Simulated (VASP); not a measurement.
Crystal: GeCN2.

```
Ge N C
1.0
     1.81740    1.04927    4.98673
    -1.81740    1.04927    4.98673
     0.00000   -2.09855    4.98673
Ge N C
1 2 1
Direct
  0.00000 0.00000 0.00000
  0.58390 0.58390 0.58390
  0.41610 0.41610 0.41610
  0.50000 0.50000 0.50000
```

Program: VASP 6.6.1. Alike in all runs: task single point; no spin polarisation; cell as given; k mesh 9 × 9 × 9; cutoff (eV) 520; smearing fermi-dirac 0.05 eV.

**Question.** Order these runs on this cell by their pressure, lowest first.
A. level LDA; potentials or basis VASP PAW LDA potentials, release 64 (Ge_d, N, C)
B. level PBEsol; potentials or basis VASP PAW PBE potentials, release 64 (Ge_d, N, C)
C. level PBE; potentials or basis VASP PAW PBE potentials, release 64 (Ge_d, N, C)

**Answer.** A (-10.8 GPa), B (-7.7 GPa), C (-4.7 GPa).

Caveats: the PAW data sets were made with another functional, which shifts forces and pressure a little (some runs).
